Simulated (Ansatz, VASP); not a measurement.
MgS5: VASP beside Ansatz

```
Mg S
1.0
     4.65034    0.00000    0.00000
    -2.32517    4.02731    0.00000
     0.00000    0.00000    7.35926
Mg S
1 5
Direct
  0.00000 0.00000 0.00000
  0.00000 0.73655 0.50000
  0.73655 0.00000 0.50000
  0.26345 0.26345 0.50000
  0.66667 0.33333 0.00000
  0.33333 0.66667 0.00000
```

Change from the starting cell: species swapped into the Mg5Zn type (P-62m, No. 189).

Alike in both runs: functional PBE; k mesh 6 × 6 × 4; occupations gaussian, width 0.1 eV; no spin polarisation.

Ansatz relaxed the structure, and its values are those at the end. VASP's run is a single point on that final structure, the one shown.

```csv
,VASP,Ansatz
version,VASP 6.6.1,Ansatz 0.2.0
potentials or method,"VASP PAW PBE potentials, release 64 (Mg, S), cutoff 520 eV","scalar-relativistic, plane waves, PAW"
valence electrons in the cell,32,40
```

VASP gave:

```
gap on the k mesh at the Fermi level (eV) : none
pressure (GPa)                            : -0.4
rms of the force components (eV/Å)        : 0.078
```

Problem. What did Ansatz give for the same quantities?

Solution. gap on the k mesh at the Fermi level (eV): none; pressure (GPa): 0.0; rms of the force components (eV/Å): 0.000.

A gap of «none» marks a metal or a gap that the smearing closes. VASP's potentials hold 32 valence electrons a cell and Ansatz's 40, so a difference there can come from the potentials and not from the codes.
